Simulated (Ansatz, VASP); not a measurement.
One calculation of Pt, two programs

Contents of POSCAR:

```
Pt
1.0
    0.0000000000      1.9609000000      1.9609000000
    1.9609000000      0.0000000000      1.9609000000
    1.9609000000      1.9609000000      0.0000000000
Pt
1
Direct
    0.0000000000      0.0000000000      0.0000000000
```

Contents of INCAR.step1:

```
SYSTEM = Pt
  PREC = Accurate
  ENCUT = 600
  ISMEAR = 0
  SIGMA = 0.05
  LREAL = .FALSE.
  LASPH = .TRUE.
  NELM = 150
  MAGMOM = 0 0 0
  LSORBIT = .TRUE.
  GGA_COMPAT = .FALSE.
  LMAXMIX = 4
  GGA = PE
  ALGO = Normal
  EDIFF = 1E-4
  LWAVE = .TRUE.
  LCHARG = .FALSE.
  LUSENCCL = .FALSE.
```

INCAR.step2

```
SYSTEM = Pt
  PREC = Accurate
  ENCUT = 600
  EDIFF = 1E-6
  ISMEAR = 0
  SIGMA = 0.05
  LREAL = .FALSE.
  LASPH = .TRUE.
  NELM = 150
  ALGO = Normal
  ISIF = 3
  LWAVE = .FALSE.
  LCHARG = .FALSE.
  MAGMOM = 0 0 0
  LORBIT = 11
  LSORBIT = .TRUE.
  GGA_COMPAT = .FALSE.
  LORBMOM = .TRUE.
  LMAXMIX = 4
  METAGGA = R2SCAN
  LMIXTAU = .TRUE.
  IVDW = 12
  VDW_S6 = 1.0
  VDW_S8 = 0.78981345
  VDW_A1 = 0.49484001
  VDW_A2 = 5.73083694
  IBRION = 2
  NSW = 60
  EDIFFG = -0.01
  ISTART = 1
  LUSENCCL = .FALSE.
```

Contents of KPOINTS:

```
regular mesh
0
G
  12 12 12
  0 0 0
```

The input input.yaml:

```yaml
crystal:
  lattice:
    - [0.0, 1.9609, 1.9609]
    - [1.9609, 0.0, 1.9609]
    - [1.9609, 1.9609, 0.0]
  atoms:
    - { symbol: Pt, position: [0.0, 0.0, 0.0] }
hamiltonian:
  xc: r2scan
  pseudopotentials: { kind: paw_fr }
  dispersion: d3bj
magnetization:
  noncollinear: true
  spin_orbit: true
kpoints:
  mp_grid: { grid: [12, 12, 12] }
scf:
  occupations: { method: gaussian, width: 0.05 }
output:
  forces: true
  stress: true
relax:
  f_tol: 0.01
  max_steps: 40
  cell: { stress_tol: 0.05 }
```

Alike in both runs: task relaxation of cell and atoms; functional r2SCAN; dispersion D3(BJ); k mesh 12 × 12 × 12; occupations gaussian, width 0.05 eV; non-collinear spin, spin-orbit coupling.

```csv
,VASP,Ansatz
version,VASP 6.6.1,Ansatz 0.2.0
potentials or method,"VASP PAW PBE potentials, release 64 (Pt)",Ansatz PAW
plane-wave cutoff (eV),600,500
valence electrons in the cell,10,18
```

```csv
,VASP,Ansatz,Ansatz less VASP
relaxed volume (Å³/atom),15.15,15.08,-0.067
relaxed length of the cell vector where the two differ most in proportion (Å),2.777,2.773,-0.0041
```

VASP's potentials were made for PBE, not for r2SCAN. VASP's potentials hold 10 valence electrons a cell and Ansatz's 18, so a difference there can come from the potentials and not from the codes.

Noted on Ansatz's run: the plane-wave basis is chosen anew once the cell has moved, so the energies of steps on either side of that aren't comparable.
